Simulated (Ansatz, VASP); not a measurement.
# Two plane-wave programs on Bi3SbO3

```
CELL_PARAMETERS angstrom
4.32826 0.00000 0.00695
0.00000 3.72492 0.00000
-0.46871 0.00000 9.46770
ATOMIC_POSITIONS crystal
Sb 0.01457 0.00000 0.70556
Bi 0.55400 0.50000 0.00543
Bi 0.01082 0.00000 0.27067
Bi 0.61369 0.50000 0.52067
O 0.52954 0.00000 0.16312
O 0.00660 0.50000 0.12436
O 0.77078 0.00000 0.88330
```

Alike in both runs: functional PBE; k mesh 8 × 8 × 4; occupations gaussian, width 0.1 eV; no spin polarisation.

Ansatz relaxed the structure, and its values are those at the end. VASP's run is a single point on that final structure, the one shown.

|  | VASP | Ansatz |
| --- | --- | --- |
| version | VASP 6.6.1 | Ansatz 0.2.0 |
| potentials or method | VASP PAW PBE potentials, release 64 (Sb, Bi_d, O), cutoff 520 eV | scalar-relativistic, plane waves, PAW |
| valence electrons in the cell | 68 | 78 |

Ansatz gave:

* gap on the k mesh at the Fermi level (eV): none
* pressure (GPa): 0.0
* rms of the force components (eV/Å): 0.000

What did VASP give for the same quantities?

gap on the k mesh at the Fermi level (eV): none; pressure (GPa): 0.0; rms of the force components (eV/Å): 0.017.

A gap of «none» marks a metal or a gap that the smearing closes. The functional is the same, so the differences come from potentials, cutoffs and numerics. VASP's potentials hold 68 valence electrons a cell and Ansatz's 78, so a difference there can come from the potentials and not from the codes.

Neither program's run includes spin-orbit coupling.
